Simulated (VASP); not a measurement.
# Ni (Fm-3m) in VASP: single point with r2SCAN

Aim: the single point of Ni with r2SCAN.

Everything below comes from runs of VASP 6.6.1. Logs are shortened: lines on timing, memory, paths and dates and some standing lists are left out, and cuts for length are marked.

**1. The cell of the first run**

It takes space group Fm-3m (No. 225, cubic). The conventional cell has a = 3.479 Å, b = 3.479 Å, c = 3.479 Å, α = 90.00°, β = 90.00°, γ = 90.00°. Ni (site symmetry m-3m) has 12 Ni at 2.46 Å within 3.2 Å.

**2. Single point, r2SCAN, collinear spin, ferromagnetic start**

POSCAR reads:

```
Ni
1.0
    0.0000000000      1.7394142380      1.7394142380
    1.7394142380      0.0000000000      1.7394142380
    1.7394142380      1.7394142380      0.0000000000
Ni
1
Direct
    0.0000000000      0.0000000000      0.0000000000
```

INCAR.step1 reads:

```
SYSTEM = Ni
PREC     = Accurate       ! precision mode
ENCUT    = 660            ! plane-wave cutoff, eV
ISMEAR   = -1             ! smearing method
SIGMA    = 0.1            ! smearing width, eV
LREAL    = .FALSE.        ! projectors in reciprocal space
LASPH    = .TRUE.         ! aspherical terms in the spheres
NELM     = 200            ! most SCF steps
ISPIN    = 2              ! spin polarisation
MAGMOM   = 1              ! initial moments
LMAXMIX  = 4              ! l up to which the mixer works
NBANDS   = 15             ! bands
GGA      = PE             ! functional
ALGO     = Normal         ! electronic algorithm
EDIFF    = 1E-5           ! SCF threshold, eV
LWAVE    = .TRUE.         ! write WAVECAR
LCHARG   = .FALSE.        ! write CHGCAR
GGA_COMPAT= .FALSE.
```

INCAR.step2 reads:

```
SYSTEM = Ni
PREC     = Accurate       ! precision mode
ENCUT    = 660            ! plane-wave cutoff, eV
EDIFF    = 1E-6           ! SCF threshold, eV
ISMEAR   = -1             ! smearing method
SIGMA    = 0.1            ! smearing width, eV
LREAL    = .FALSE.        ! projectors in reciprocal space
LASPH    = .TRUE.         ! aspherical terms in the spheres
NELM     = 200            ! most SCF steps
ALGO     = Normal         ! electronic algorithm
ISIF     = 2              ! what is computed and relaxed
LWAVE    = .FALSE.        ! write WAVECAR
LCHARG   = .FALSE.        ! write CHGCAR
ISPIN    = 2              ! spin polarisation
MAGMOM   = 1              ! initial moments
LORBIT   = 11             ! projections on sites
LMAXMIX  = 4              ! l up to which the mixer works
METAGGA  = R2SCAN         ! meta-GGA
LMIXTAU  = .TRUE.       
NBANDS   = 15             ! bands
ISTART   = 1            
GGA_COMPAT= .FALSE.
```

KPOINTS reads:

```
regular mesh
0
G
  21 21 21
  0 0 0
```

Potentials or basis: VASP PAW PBE potentials, release 64 (Ni).

Started as:

```console
cat potpaw_PBE.64/Ni/POTCAR > POTCAR
cp INCAR.step1 INCAR
mpirun -np 1 vasp_std > vasp.out
cp INCAR.step2 INCAR
mpirun -np 1 vasp_std > vasp.out
```

OUTCAR:

```text
SYSTEM = Ni
   PREC = Accurate
   ENCUT = 660
   EDIFF = 1E-6
   ISMEAR = -1
   LREAL = .FALSE.
   LASPH = .TRUE.
   NELM = 200
   ISIF = 2
   ISPIN = 2
   LORBIT = 11
   METAGGA = R2SCAN
   ISTART = 1

 ion  position               nearest neighbor table
   1  0.000  0.000  0.000-

  LATTYP: Found a face centered cubic cell.
 ALAT       =     3.4788284760

  Lattice vectors:

 A1 = (   0.0000000000,   1.7394142380,   1.7394142380)
 A2 = (   1.7394142380,   0.0000000000,   1.7394142380)
 A3 = (   1.7394142380,   1.7394142380,   0.0000000000)

Analysis of symmetry for initial positions (statically):
=====================================================================
 Subroutine PRICEL returns:
 Original cell was already a primitive cell.

 Routine SETGRP: Setting up the symmetry group for a
 face centered cubic supercell.

 Subroutine GETGRP returns: Found 48 space group operations
 (whereof 48 operations were pure point group operations)
 out of a pool of 48 trial point group operations.

The static configuration has the point symmetry O_h .

Analysis of symmetry for dynamics (positions and initial velocities):
=====================================================================
 Subroutine PRICEL returns:
 Original cell was already a primitive cell.

 Routine SETGRP: Setting up the symmetry group for a
 face centered cubic supercell.

 Subroutine GETGRP returns: Found 48 space group operations
 (whereof 48 operations were pure point group operations)
 out of a pool of 48 trial point group operations.

The dynamic configuration has the point symmetry O_h .

Analysis of structural, dynamic, and magnetic symmetry:
=====================================================================
 Subroutine PRICEL returns:
 Original cell was already a primitive cell.

 Routine SETGRP: Setting up the symmetry group for a
 face centered cubic supercell.

 Subroutine GETGRP returns: Found 48 space group operations
 (whereof 48 operations were pure point group operations)
 out of a pool of 48 trial point group operations.

The overall configuration has the point symmetry O_h .

 Subroutine INISYM returns: Found 48 space group operations
 (whereof 48 operations are pure point group operations),
 and found     1 'primitive' translations

----------------------------------------------------------------------------------------

                                     Primitive cell

  volume of cell :      10.5254

  direct lattice vectors                    reciprocal lattice vectors
     0.000000000  1.739414238  1.739414238    -0.287453091  0.287453091  0.287453091
     1.739414238  0.000000000  1.739414238     0.287453091 -0.287453091  0.287453091
     1.739414238  1.739414238  0.000000000     0.287453091  0.287453091 -0.287453091

  length of vectors
     2.459903206  2.459903206  2.459903206     0.497883359  0.497883359  0.497883359

  position of ions in fractional coordinates (direct lattice)
     0.000000000  0.000000000  0.000000000

  ion indices of the primitive-cell ions
   primitive index   ion index
                 1           1

----------------------------------------------------------------------------------------

 KPOINTS: regular mesh

Automatic generation of k-mesh.
 Grid dimensions read from file:
 generate k-points for:   21   21   21

 Generating k-lattice:

  Cartesian coordinates                     Fractional coordinates (reciprocal lattice)
    -0.013688242  0.013688242  0.013688242     0.047619048  0.000000000  0.000000000
     0.013688242 -0.013688242  0.013688242     0.000000000  0.047619048  0.000000000
     0.013688242  0.013688242 -0.013688242     0.000000000  0.000000000  0.047619048

  Length of vectors
     0.023708731  0.023708731  0.023708731

  Shift w.r.t. Gamma in fractional coordinates (k-lattice)
     0.000000000  0.000000000  0.000000000

 Subroutine IBZKPT returns following result:
 ===========================================

 Found    286 irreducible k-points:

 Following reciprocal coordinates:
            Coordinates               Weight
  0.000000  0.000000  0.000000      1.000000
  0.047619  0.000000  0.000000      8.000000
  0.095238  0.000000  0.000000      8.000000
  0.142857  0.000000  0.000000      8.000000
  0.190476  0.000000  0.000000      8.000000
  0.238095  0.000000  0.000000      8.000000
[... 16 lines left out ...]
 -0.428571  0.047619  0.000000     24.000000
 -0.380952  0.047619  0.000000     24.000000
 [... further k-points ...]
   k-points           NKPTS =    286   k-points in BZ     NKDIM =    286   number of bands    NBANDS=     15
   number of dos      NEDOS =    301   number of ions     NIONS =      1
   total plane-waves  NPLWV =  13824
   dimension x,y,z NGX =    24 NGY =   24 NGZ =   24
   dimension x,y,z NGXF=    48 NGYF=   48 NGZF=   48
   ions per type =               1
   NGX,Y,Z   is equivalent  to a cutoff of  16.22, 16.22, 16.22 a.u.
   NGXF,Y,Z  is equivalent  to a cutoff of  32.44, 32.44, 32.44 a.u.
 SYSTEM =  Ni
   PREC   = accura    normal or accurate (medium, high low for compatibility)
   ISTART =      1    job   : 0-new  1-cont  2-samecut
   ICHARG =      0    charge: 1-file 2-atom 10-const
   ISPIN  =      2    spin polarized calculation?
   LNONCOLLINEAR =      F non collinear calculations
   LSORBIT =      F    spin-orbit coupling
   LASPH  =      T    aspherical Exc in radial PAW
   ENCUT  =  660.0 eV  48.51 Ry    6.96 a.u.   5.15  5.15  5.15*2*pi/ulx,y,z
   NELM   =    200;   NELMIN=  2; NELMDL=  0     # of ELM steps
   EDIFF  = 0.1E-05   stopping-criterion for ELM
   LREAL  =      F    real-space projection
   EDIFFG = 0.1E-04   stopping-criterion for IOM
   NSW    =      0    number of steps for IOM
   IBRION =     -1    ionic relax: 0-MD 1-quasi-New 2-CG
   NFREE  =      0    steps in history (QN), initial steepest desc. (CG)
   ISIF   =      2    stress and relaxation
   ISYM   =      2    0-nonsym 1-usesym 2-fastsym
   POTIM  = 0.5000    time-step for ionic-motion
   TEBEG  =    0.0;   TEEND  =   0.0 temperature during run
   PSTRESS=    0.0 pullay stress
   NELECT =      10.0000    total number of electrons
   NUPDOWN=      -1.0000    fix difference up-down
   EMIN   =  10.00;   EMAX   =-10.00  energy-range for DOS
   EFERMI =   0.00;   METHOD = LEGACY
   ISMEAR =    -1;   SIGMA  =   0.10  broadening in eV -4-tet -1-fermi 0-gaus
   EFERMI_NEDOS =   21; number of points for ismear=-14 and -15
   IALGO  =     38    algorithm
   IMIX   =      4    mixing-type and parameters
     AMIX     =   0.40;   BMIX     =  1.00
     AMIX_MAG =   1.60;   BMIX_MAG =  1.00
  volume/ion in A,a.u.               =      10.53        71.03
  Fermi-wavevector in a.u.,A,eV,Ry     =   1.609392  3.041310 35.241025  2.590142
  Thomas-Fermi vector in A             =   2.705109
   LORBIT       =     11    0 simple, 1 ext, 2 COOP (PROOUT), +10 PAW based schemes
   METAGGA = R2SCAN    functional components
   LHFCALC =     F    Hartree Fock is set to
   AEXX    =    0.0000 exact exchange contribution
   IVDW    =     0    specifies the selected vdW correction
   LEPSILON=     F    determine dielectric tensor
   LRPA    =     F    only Hartree local field effects (RPA)
 spin polarized calculation
  energy-cutoff  :      660.00
  volume of cell :       10.53
 maximum number of plane-waves:       419
 NGX is ok and might be reduce to    24
   NGX = 11   NGY = 11   NGZ = 11

 number of electron      10.0000002 magnetization       0.7129164

 Free energy of the ion-electron system (eV)
  ---------------------------------------------------
  ext. energy  EPLUGINS =         0.00000000
  ---------------------------------------------------
  free energy    TOTEN  =       -11.96566672 eV

  energy without entropy =      -11.92481955  energy(sigma->0) =      -11.94524313

 E-fermi :   9.7749     XC(G=0): -14.6121

 val. band max:        9.7660780046   @ k =   0.4286   0.1905   0.0476
 cond. band min:       9.7770883142   @ k =  -0.3333   0.2857   0.0476
 fundamental gap:      0.0110103097
 Fermi energy:         9.7749005851

 spin component 1

 k-point     1 :       0.0000    0.0000    0.0000
  band No.  band energies     occupation
      1       0.1472      1.00000
      2       6.7838      1.00000
      3       6.7838      1.00000
      4       6.7838      1.00000
      5       8.1164      1.00000
      6       8.1165      1.00000
      7      34.6214      0.00000
      8      39.0418      0.00000
      9      39.0418      0.00000
     10      39.0418      0.00000
     11      41.7806      0.00000
     12      41.7806      0.00000
     13      41.7806      0.00000
     14      45.1388      0.00000
     15      51.8020      0.00000
[... 397 lines left out ...]
 k-point    24 :      -0.3810    0.0476    0.0000
  band No.  band energies     occupation
      1       4.2241      1.00000
      2       6.8848      1.00000
      3       6.9407      1.00000
      4       7.6363      1.00000
      5       8.5283      1.00000
      6       8.9879      0.99962
      7      18.1301      0.00000
      8      32.5778      0.00000
      9      35.0520      0.00000
     10      36.8125      0.00000
     11      38.9806      0.00000
     12      40.7155      0.00000
     13      45.6522      0.00000
     14      52.0625      0.00000
     15      54.1857      0.00000

 [... further k-points ...]

 spin component 2

 k-point     1 :       0.0000    0.0000    0.0000
  band No.  band energies     occupation
      1      -0.1028      1.00000
      2       8.0822      1.00000
      3       8.0822      1.00000
      4       8.0823      1.00000
      5       8.8727      0.99988
      6       8.8727      0.99988
      7      34.3692      0.00000
      8      39.1506      0.00000
      9      39.1506      0.00000
     10      39.1506      0.00000
     11      42.0742      0.00000
     12      42.0742      0.00000
     13      42.0742      0.00000
     14      45.2116      0.00000
     15      52.6198      0.00000
[... 397 lines left out ...]
 k-point    24 :      -0.3810    0.0476    0.0000
  band No.  band energies     occupation
      1       4.6354      1.00000
      2       7.7738      1.00000
      3       7.8599      1.00000
      4       8.0821      1.00000
      5       9.7197      0.63468
      6      10.0293      0.07281
      7      18.5787      0.00000
      8      32.5625      0.00000
      9      35.2192      0.00000
     10      37.0989      0.00000
     11      39.1356      0.00000
     12      40.8861      0.00000
     13      45.9703      0.00000
     14      54.4052      0.00000
     15      54.5491      0.00000

 [... further k-points ...]
[... 5 lines left out ...]
  --------------------------------------------------------------------------------------
  -------------------------------------------------------------------------------------
  Total        0.0289957      0.0289957      0.0289957      0.0000000      0.0000000     -0.0000000
  in kB        4.4137246      4.4137246      4.4137246      0.0000000      0.0000000     -0.0000000
  external PRESSURE =       4.4137246 kB  Pullay stress =       0.0000000 kB

 VOLUME and BASIS-vectors are now :
 -----------------------------------------------------------------------------
  energy-cutoff  :      660.00
  volume of cell :       10.53
      direct lattice vectors                 reciprocal lattice vectors
     0.000000000  1.739414238  1.739414238    -0.287453091  0.287453091  0.287453091
     1.739414238  0.000000000  1.739414238     0.287453091 -0.287453091  0.287453091
     1.739414238  1.739414238  0.000000000     0.287453091  0.287453091 -0.287453091

 POSITION                                       TOTAL-FORCE (eV/Angst)
 -----------------------------------------------------------------------------------
      0.00000      0.00000      0.00000         0.000000      0.000000      0.000000
 -----------------------------------------------------------------------------------
    total drift:                               -0.000000      0.000000     -0.000000

  FREE ENERGIE OF THE ION-ELECTRON SYSTEM (eV)
  ---------------------------------------------------
  free  energy   TOTEN  =       -11.9656667177 eV

  energy  without entropy=      -11.9248195510  energy(sigma->0) =      -11.94524313

 total charge

# of ion       s       p       d       tot
------------------------------------------
    1        0.528   0.548   8.330   9.406

 magnetization (x)

# of ion       s       p       d       tot
------------------------------------------
    1       -0.010  -0.043   0.784   0.731
```

Wall time 9.4 min (1 thread of Intel Xeon 8259CL, shared host); peak memory 0.23 GiB.

What came out:

- Free energy: -11.9657 eV
- Pressure: 0.4 GPa
- Net moment: 0.71 μB per cell
- Site moments: Ni +0.73 μB
- Valence electrons inside the program's atomic spheres: Ni 9.41

Caveat: the PAW data sets were made with another functional, which shifts forces and pressure a little.
